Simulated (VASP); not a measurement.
# C (P6_3/mmc) in VASP: a series of runs, part 2 of 2

VASP 6.6.1. Earlier steps stand in the parts before.

## 5. Single point, PBEsol+D3(BJ) (8.95 Å³/atom)

This run uses another cell than the first one, of 8.95 Å³/atom.

INCAR

```
PREC     = Accurate       # precision mode
ENCUT    = 520            # plane-wave cutoff, eV
EDIFF    = 1E-7           # SCF threshold, eV
ISMEAR   = 0              # smearing method
SIGMA    = 0.15           # smearing width, eV
LREAL    = False          # projectors in reciprocal space
LASPH    = True           # aspherical terms in the spheres
NELM     = 80             # most SCF steps
ALGO     = Normal         # electronic algorithm
ISIF     = 2              # what is computed and relaxed
LWAVE    = False          # write WAVECAR
LCHARG   = True           # write CHGCAR
GGA      = PS             # functional
IVDW     = 12             # dispersion correction
LELF     = True           # ELF
LVHAR    = True         
NBANDS   = 16             # bands
```

KPOINTS

```
regular mesh
0
Gamma
  21 21 8
```

POSCAR

```
C
1.0
    2.6461290876      0.0000000000      0.0000000000
   -1.3230645438      2.2916150116      0.0000000000
    0.0000000000      0.0000000000      5.9051016720
C
4
Direct
    0.0000000000      0.0000000000      0.0025000000
    0.0000000000      0.0000000000      0.5025000000
    0.3333333333      0.6666666667      0.0025000000
    0.6666666667      0.3333333333      0.5025000000
```

Potentials or basis: VASP PAW PBE potentials, release 64 (C).

Started as:

```
cat potpaw_PBE.64/C/POTCAR > POTCAR
mpirun -np 1 vasp_std > vasp.out
```

OUTCAR:

```text
PREC = Accurate
   ENCUT = 520
   EDIFF = 1E-7
   ISMEAR = 0
   LREAL = False
   LASPH = True
   NELM = 80
   ISIF = 2
   GGA = PS
   IVDW = 12
 IVDW          = 12

 ion  position               nearest neighbor table
   1  0.000  0.000  0.002-   3 1.53   3 1.53   3 1.53
   2  0.000  0.000  0.502-   4 1.53   4 1.53   4 1.53
   3  0.333  0.667  0.002-   1 1.53   1 1.53   1 1.53
   4  0.667  0.333  0.502-   2 1.53   2 1.53   2 1.53

  LATTYP: Found a hexagonal cell.
 ALAT       =     2.6461290876
 C/A-ratio  =     2.2316000000
[... 658 lines left out ...]

  FORCE on cell =-STRESS in cart. coord.  units (eV):
  Direction    XX          YY          ZZ          XY          YZ          ZX
  --------------------------------------------------------------------------------------
  -------------------------------------------------------------------------------------
  Total     -17.30970   -17.30970     1.54011    -0.00000    -0.00000     0.00000
  in kB    -774.49751  -774.49751    68.90987    -0.00000    -0.00000     0.00000
  external pressure =     -493.36 kB  Pullay stress =        0.00 kB

 VOLUME and BASIS-vectors are now :
 -----------------------------------------------------------------------------
  energy-cutoff  :      520.00
  volume of cell :       35.81
      direct lattice vectors                 reciprocal lattice vectors
     2.646129088  0.000000000  0.000000000     0.377910513  0.218186736  0.000000000
    -1.323064544  2.291615012  0.000000000     0.000000000  0.436373472  0.000000000
     0.000000000  0.000000000  5.905101672     0.000000000  0.000000000  0.169345094

 POSITION                                       TOTAL-FORCE (eV/Angst)
 -----------------------------------------------------------------------------------
      0.00000      0.00000      0.01476        -0.000000      0.000000     -0.000000
      0.00000      0.00000      2.96731         0.000000     -0.000000     -0.000000
     -0.00000      1.52774      0.01476         0.000000     -0.000000     -0.000000
      1.32306      0.76387      2.96731        -0.000000      0.000000      0.000000
 -----------------------------------------------------------------------------------
    total drift:                               -0.000000     -0.000000     -0.000003

  FREE ENERGIE OF THE ION-ELECTRON SYSTEM (eV)
  ---------------------------------------------------
  free  energy   TOTEN  =       -37.5950161266 eV

  energy  without entropy=      -37.5940763571  energy(sigma->0) =      -37.59454624
```

OSZICAR:

```text
N       E                     dE             d eps       ncg     rms          rms(c)
DAV:   1     0.226361146664E+02    0.22636E+02   -0.77902E+03  7680   0.931E+02
DAV:   2    -0.357382128363E+02   -0.58374E+02   -0.53222E+02 10792   0.171E+02
DAV:   3    -0.381620073395E+02   -0.24238E+01   -0.24131E+01 10040   0.316E+01
DAV:   4    -0.381818803046E+02   -0.19873E-01   -0.19852E-01  9720   0.339E+00
DAV:   5    -0.381821836105E+02   -0.30331E-03   -0.30324E-03  9728   0.398E-01    0.676E+00
DAV:   6    -0.373971945507E+02    0.78499E+00   -0.56122E-01  9744   0.435E+00    0.393E+00
DAV:   7    -0.371385236644E+02    0.25867E+00   -0.64615E-01  9984   0.483E+00    0.793E-01
DAV:   8    -0.371388166746E+02   -0.29301E-03   -0.25057E-02  9112   0.899E-01    0.164E-01
DAV:   9    -0.371389280432E+02   -0.11137E-03   -0.61031E-04 10264   0.180E-01    0.473E-02
DAV:  10    -0.371389661099E+02   -0.38067E-04   -0.59270E-05  9232   0.501E-02    0.223E-02
DAV:  11    -0.371389683512E+02   -0.22413E-05   -0.12868E-05 10328   0.248E-02    0.277E-03
DAV:  12    -0.371389683033E+02    0.47859E-07   -0.64945E-07  9704   0.561E-03
   1 F= -.37595016E+02 E0= -.37594546E+02  d E =-.939769E-03
```

stdout:

```text
POSCAR found type information on POSCAR C
 POSCAR found :  1 types and       4 ions
 scaLAPACK will be used
 -----------------------------------------------------------------------------
|                                                                             |
|                                                                             |
|     You enforced a specific xc type in the INCAR file but a different       |
|     I HOPE YOU KNOW WHAT YOU ARE DOING!                                     |
|                                                                             |
 -----------------------------------------------------------------------------

 LDA part: xc-table for (Slater+PW92), standard interpolation
 POSCAR, INCAR and KPOINTS ok, starting setup
 FFT: planning ... GRIDC
 FFT: planning ... GRID_SOFT
 FFT: planning ... GRID
 WAVECAR not read
 entering main loop
```

Wall time 98 s (1 thread of Intel Xeon Platinum 8259CL at 2.50GHz (Skylake/Cascade Lake), shared host); peak memory 0.22 GiB.

Results:

| Item | Value |
| --- | --- |
| Free energy | -37.5950 eV |
| Pressure | -49.3 GPa |
| Band gap on the k mesh | zero (bands 8 and 9 overlap by 0.14 eV) |
| Dispersion energy per atom | -0.114 eV |

Levels at points of the mesh, in eV from the Fermi level:
```tsv
k point	band 5	band 6	band 7	band 8	band 9	band 10	band 11	band 12
(0.00, 0.00, 0.00)	-2.98	-2.98	-2.89	-2.89	6.41	6.99	6.99	7.18
(0.00, 0.00, 0.50)	-2.93	-2.93	-2.93	-2.93	7.08	7.08	7.08	7.08
```

Caveat: the cell stands under tension; the PAW data sets were made with another functional, which shifts forces and pressure a little.

## 6. Overview

```tsv
cell	gap on the mesh (eV)	pressure (GPa)
a = 2.374, b = 2.374, c = 6.205 Å, angles 90.0, 90.0, 120.0°, 4 atoms	none	40.1
a = 2.299, b = 2.299, c = 6.617 Å, angles 90.0, 90.0, 120.0°, 4 atoms	none	77.0
a = 2.413, b = 2.413, c = 6.009 Å, angles 90.0, 90.0, 120.0°, 4 atoms	none	22.6
a = 2.646, b = 2.646, c = 5.905 Å, angles 90.0, 90.0, 120.0°, 4 atoms	none	-49.3
```

Alike in all rows: task single point; level PBEsol+D3(BJ); potentials or basis VASP PAW PBE potentials, release 64 (C); no spin polarisation; k mesh 21 × 21 × 8; cutoff (eV) 520; smearing gaussian 0.15 eV.

Caveats: the PAW data sets were made with another functional, which shifts forces and pressure a little; the cell stands under pressure (at least some runs); the cell stands under tension (at least some runs).

Absolute energies hang on the potentials; compare differences alone.
